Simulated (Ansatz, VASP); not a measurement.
MoS2 in VASP and in Ansatz

Contents of INCAR:

```
ALGO     = Normal         # electronic algorithm
EDIFF    = 1E-7           # SCF threshold, eV
EDIFFG   = -0.002         # ionic threshold
ENCUT    = 600            # plane-wave cutoff, eV
GGA      = PS             # functional
IBRION   = 2              # ionic algorithm
ISIF     = 3              # what is computed and relaxed
ISMEAR   = 0              # smearing method
LASPH    = T              # aspherical terms in the spheres
LCHARG   = F              # write CHGCAR
LREAL    = F              # projectors in reciprocal space
LWAVE    = F              # write WAVECAR
NELM     = 80             # most SCF steps
NSW      = 100            # ionic steps
PREC     = Accurate       # precision mode
SIGMA    = 0.01           # smearing width, eV
```

The input KPOINTS:

```
k-points
0
Gamma
  8 8 8
```

Contents of POSCAR:

```
MoS2
1.0
    1.5800000000      0.9122134253      6.1500000000
   -1.5800000000      0.9122134253      6.1500000000
    0.0000000000     -1.8244268506      6.1500000000
Mo S
1 2
Direct
    0.0000000000      0.0000000000      0.0000000000
    0.2500000000      0.2500000000      0.2500000000
    0.4170000000      0.4170000000      0.4170000000
```

Input for Ansatz:

```yaml
crystal:
  lattice:
    - [1.57999999999, 0.91221342531, 6.15]
    - [-1.57999999999, 0.91221342531, 6.15]
    - [0.0, -1.82442685062, 6.15]
  atoms:
    - { symbol: Mo, position: [0.0, 0.0, 0.0] }
    - { symbol: S, position: [0.25, 0.25, 0.25] }
    - { symbol: S, position: [0.417, 0.417, 0.417] }
kpoints:
  mp_grid: { grid: [8, 8, 8] }
scf:
  occupations: { method: fixed }
  algorithm: density_mixing
hamiltonian:
  xc: pbesol
  pseudopotentials: { kind: paw }
relax:
  f_tol: 0.002
  max_steps: 80
  cell: {}
output:
  forces: true
  stress: true
```

Alike in both runs: task relaxation of cell and atoms; functional PBEsol; k mesh 8 × 8 × 8; no spin polarisation.

```csv
,VASP,Ansatz
version,VASP 6.6.1,Ansatz 0.2.0
potentials or method,"VASP PAW PBE potentials, release 64 (Mo_sv, S)","PAW with Ansatz's default frozen-core files, scalar-relativistic"
plane-wave cutoff (eV),600,420
occupations,"gaussian, width 0.01 eV",fixed
valence electrons in the cell,26,26
```

Ansatz gave:

```
relaxed volume (Å³/atom)                                     : 17.91
relaxed cell length with the largest relative difference (Å) : 6.538
```

Problem. Estimate VASP's values.

Solution. Relaxed volume (Å³/atom): 17.87; relaxed cell length with the largest relative difference (Å): 6.524.

VASP's potentials were made for PBE, not for PBEsol.
